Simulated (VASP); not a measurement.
Here is a VASP 6.6.1 calculation.

The input INCAR:

```
SYSTEM = Te
PREC     = Accurate       ! precision mode
ENCUT    = 520            ! plane-wave cutoff, eV
EDIFF    = 1E-6           ! SCF threshold, eV
ISMEAR   = -1             ! smearing method
SIGMA    = 0.1            ! smearing width, eV
LREAL    = .FALSE.        ! projectors in reciprocal space
LASPH    = .TRUE.         ! aspherical terms in the spheres
NELM     = 80             ! most SCF steps
ALGO     = Normal         ! electronic algorithm
ISIF     = 2              ! what is computed and relaxed
LWAVE    = .FALSE.        ! write WAVECAR
LCHARG   = .TRUE.         ! write CHGCAR
LELF     = .TRUE.         ! ELF
LVHAR    = .TRUE.       
NBANDS   = 9              ! bands
```

File KPOINTS:

```
Automatic mesh
0
G
  15 15 15
  0 0 0
```

Contents of POSCAR:

```
Te
1.0
   -1.5137238002      1.5137238002      1.5137238002
    1.5137238002     -1.5137238002      1.5137238002
    1.5137238002      1.5137238002     -1.5137238002
Te
1
Direct
    0.0000000000      0.0000000000      0.0000000000
```

Potentials or basis: VASP PAW LDA potentials, release 64 (Te).

Run with:

```bash
$ cat potpaw_LDA.64/Te/POTCAR > POTCAR
$ mpirun -np 1 vasp_std > vasp.out
```

Task: Predict the band gap on the k mesh.

Result: Zero (band 3 reaches 30.88 eV, above the bottom of band 4 at 15.12 eV).

Task: What does it give for the pressure?

Result: 201.4 GPa.

Caveat: spin-orbit coupling is left out, which moves the levels of the heavy elements.
